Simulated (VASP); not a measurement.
Crystal: Sb.

```
Sb
1.0
     3.34881    0.00000    0.00000
     0.00000    3.55815    0.00000
     0.00000    0.00000    4.76669
Sb
2
Cartesian
  1.6744 0.0000 4.6384
  0.0000 1.7791 0.1283
```

* Program: VASP 6.6.1
* Task: relaxation of cell and atoms
* Functional: PBE
* Potentials or basis: VASP PAW PBE potentials, release 64 (Sb)
* Cutoff: 600 eV
* k mesh: 6 × 6 × 4
* Occupations: gaussian, width 0.1 eV
* Spin: no spin polarisation

At the start: pressure 55.6 GPa; volume 28.40 Å³/atom.

Question: Where does the relaxation end?

Answer: Over 27 steps the energy falls by 2643.9 meV/atom and the volume is 29.73 Å³/atom (+4.7 %); space group P4/nmm (No. 129, to 0.05 Å).

The path:
| step | energy change (eV) | largest force (eV/Å) | pressure (GPa) | volume (Å³) |
| --- | --- | --- | --- | --- |
| 1 | 0.0000 | 2.4693 | 55.60 | 56.80 |
| 2 | -0.9394 | 0.1993 | -4.65 | 167.03 |
| 3 | -1.7939 | 0.2082 | -5.68 | 145.15 |
| 4 | -2.6689 | 0.2097 | -6.40 | 126.71 |
| 5 | -4.4622 | 0.2114 | -2.98 | 88.27 |
| 6 | -4.3265 | 0.5822 | 6.00 | 75.42 |
| 7 | -4.5248 | 0.3219 | -1.25 | 84.18 |
| 8 | -4.5290 | 0.3488 | -0.40 | 82.75 |
| 9 | -4.5287 | 0.3381 | -0.75 | 83.32 |
| 10 | -4.5513 | 0.3519 | -0.75 | 82.03 |
| 11 | -4.6222 | 0.3834 | -0.71 | 78.14 |
| 12 | -4.7974 | 0.4731 | -0.60 | 70.39 |
| 13 | -5.1617 | 0.0768 | 4.90 | 55.04 |
| 14 | -5.0961 | 0.3900 | 1.13 | 61.30 |
| 15 | -5.1787 | 0.1974 | 2.93 | 57.53 |
| 16 | -5.1815 | 0.1709 | 3.35 | 56.91 |
| 17 | -5.1914 | 0.1244 | 3.27 | 56.72 |
| 18 | -5.1980 | 0.0464 | 3.20 | 56.37 |
| 19 | -5.2067 | 0.0364 | 2.78 | 56.72 |
| 20 | -5.2272 | 0.0085 | 1.59 | 57.78 |
| 21 | -5.2461 | 0.0504 | -0.49 | 59.93 |
| 22 | -5.2468 | 0.0628 | -0.92 | 60.43 |
| 23 | -5.2541 | 0.0692 | -0.89 | 60.40 |
| 24 | -5.2710 | 0.0741 | -0.75 | 60.29 |
| 25 | -5.2866 | 0.0652 | -0.52 | 60.00 |
| 26 | -5.2868 | 0.0664 | -0.48 | 59.96 |
| 27 | -5.2879 | 0.0385 | 0.02 | 59.46 |

Final structure:
```
Sb
1.0
     4.21511    0.00000    0.00000
     0.00000    4.22248    0.00000
     0.00000    0.00000    3.34077
Sb
2
Direct
  0.50000 0.00000 0.90037
  0.00000 0.50000 0.09963
```
